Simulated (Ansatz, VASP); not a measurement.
## InAs in VASP and in Ansatz

```
CELL_PARAMETERS angstrom
0.00000 3.01800 3.01800
3.01800 0.00000 3.01800
3.01800 3.01800 0.00000
ATOMIC_POSITIONS crystal
In 0.00000 0.00000 0.00000
As 0.75000 0.75000 0.75000
```

Alike in both runs: task single point; functional PBE; k mesh 3 × 3 × 3; occupations fermi-dirac, width 0.06 eV; no spin polarisation.

|  | VASP | Ansatz |
| --- | --- | --- |
| version | VASP 6.6.1 | Ansatz 0.2.0 |
| potentials or method | VASP PAW PBE potentials, release 64 (In_d, As), cutoff 520 eV | all-electron LAPW, scalar-relativistic |

|  | VASP | Ansatz | Ansatz less VASP |
| --- | --- | --- | --- |
| gap on the k mesh at the Fermi level (eV) | none | none | - |
| pressure (GPa) | 6.2 | 6.1 | -0.07 |

A gap of «none» marks a metal or a gap that the smearing closes. Ansatz ran all-electron here, and VASP with PAW potentials.

The k mesh is coarse, so the values compare programs but aren't converged. Noted on Ansatz's run: the k mesh is thin for a metal, which can move the energy by tens of meV per atom.
